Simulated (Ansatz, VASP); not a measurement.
One calculation of Mo, two programs

```
Mo
1.0
     2.56864    0.00000    0.00000
     0.00000    2.56864    0.00000
     0.00000    0.00000    2.56864
Mo
1
Direct
  0.00000 0.00000 0.00000
```

Alike in both runs: functional PBEsol; k mesh 6 × 6 × 6; occupations gaussian, width 0.1 eV; no spin polarisation.

Ansatz relaxed the structure, and its values are those at the end. VASP's run is a single point on that final structure, the one shown.

|  | VASP | Ansatz |
| --- | --- | --- |
| version | VASP 6.6.1 | Ansatz 0.2.0 |
| potentials or method | VASP PAW PBE potentials, release 64 (Mo_sv), cutoff 520 eV | scalar-relativistic, plane waves, PAW |
| valence electrons in the cell | 14 | 14 |

|  | VASP | Ansatz | Ansatz less VASP |
| --- | --- | --- | --- |
| gap on the k mesh at the Fermi level (eV) | none | none | - |
| pressure (GPa) | 0.4 | -0.1 | -0.54 |

VASP's potentials were made for PBE, not for PBEsol. A gap of «none» marks a metal or a gap that the smearing closes.

The k mesh is coarse, so the values compare programs but aren't converged.
